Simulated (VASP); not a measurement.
**Al4N5: single point with PBE**

Al4N5, a slab with vacuum:

```
Al N
1.0
     3.12977    0.00000    0.00000
     0.00000    5.01730    0.00000
     0.00000    0.00000   19.06203
Al N
4 5
Direct
  0.00000 0.99827 0.20984
  0.50000 0.49827 0.25724
  0.50000 0.99152 0.35770
  0.00000 0.46243 0.38681
  0.00000 0.61673 0.20984
  0.50000 0.11673 0.25724
  0.50000 0.61437 0.35641
  0.00000 0.11123 0.39671
  0.50000 0.11123 0.44989
```

```yaml
Program: VASP 6.6.1
Task: single point
Functional: PBE
Potentials_or_basis: VASP PAW PBE potentials, release 64 (Al, N)
Cutoff: 520 eV
k_mesh: 9 × 6 × 1
Occupations: gaussian, width 0.05 eV
Spin: collinear spin
Starting_moments: "[0.0, 0.0, 0.0, 0.0, 0.0, 0.0, 0.0, 0.0, 3.0] μB"
```

```json
{
  "Largest force": "3.113 eV/Å",
  "Net moment": "0.21 μB per cell",
  "Site moments": "Al +0.00, +0.01, -0.00 (each value once); N -0.00, +0.00, +0.05, +0.09 (each value once) μB",
  "Valence electrons inside the program's atomic spheres": "Al 0.75, 0.79, 0.83, 0.82; N 3.72, 3.80, 3.86, 3.79, 3.47"
}
```

Forces in eV/Å, atoms in the order of the input:
```
Al   0.000 -1.681  1.870
Al   0.000  1.030 -1.968
Al   0.000 -2.493 -1.864
Al   0.000  1.069  1.463
N    0.000  0.646  0.839
N    0.000  0.196 -0.237
N    0.000 -0.044 -0.664
N    0.000  0.503  0.523
N    0.000  0.774  0.039
```

Levels at points of the mesh, in eV from the Fermi level:
Spin up:
| k point | band 17 | band 18 | band 19 | band 20 | band 21 | band 22 |
| --- | --- | --- | --- | --- | --- | --- |
| (0.00, 0.00, 0.00) | -1.83 | -1.75 | -0.52 | -0.14 | 1.85 | 1.90 |
| (0.00, 0.50, 0.00) | -2.02 | -1.95 | -0.65 | 0.21 | 1.86 | 2.59 |
Spin down:
```
           k point  band 15  band 16  band 17  band 18  band 19  band 20  band 21  band 22
(0.00, 0.00, 0.00)    -2.53    -2.01    -1.76    -1.75    -0.42    -0.11     1.87     2.00
(0.00, 0.50, 0.00)    -2.36    -2.16    -1.95    -1.77    -0.55     0.25     1.96     2.60
```

It took 12 min on 1 thread of Intel(R) Xeon(R) Platinum 8259CL CPU @ 2.50GHz (Skylake/Cascade Lake) (shared host), peak memory 0.62 GiB.
